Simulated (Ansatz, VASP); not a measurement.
## CoSi: VASP beside Ansatz

```
Co Si
1.0
     2.76252    0.00000    0.00000
     0.00000    2.76252    0.00000
     0.00000    0.00000    2.76252
Co Si
1 1
Direct
  0.00000 0.00000 0.00000
  0.50000 0.50000 0.50000
```

Alike in both runs: functional r2SCAN; k mesh 14 × 14 × 14; occupations fermi-dirac, width 0.05 eV; collinear spin.

Ansatz relaxed the structure, and its values are those at the end. VASP's run is a single point on that final structure, the one shown.

```csv
,VASP,Ansatz
version,VASP 6.6.1,Ansatz 0.2.0
potentials or method,"VASP PAW PBE potentials, release 64 (Co, Si)","PAW with Ansatz's default frozen-core files, scalar-relativistic"
plane-wave cutoff (eV),520,500
valence electrons in the cell,13,21
```

Ansatz gave:

```
pressure (GPa)                                                : 0.0
net moment per atom (μB)                                      : 0.46
size of the moment on the site where the two differ most (μB) : 0.96
```

**Question.** Which values does VASP return?

**Answer.** Pressure (GPa): 0.0; net moment per atom (μB): 0.45; size of the moment on the site where the two differ most (μB): 0.93.

VASP's potentials were made for PBE, not for r2SCAN. Site moments also hang on the region over which each program counts them. VASP's potentials hold 13 valence electrons a cell and Ansatz's 21, so a difference there can come from the potentials and not from the codes.
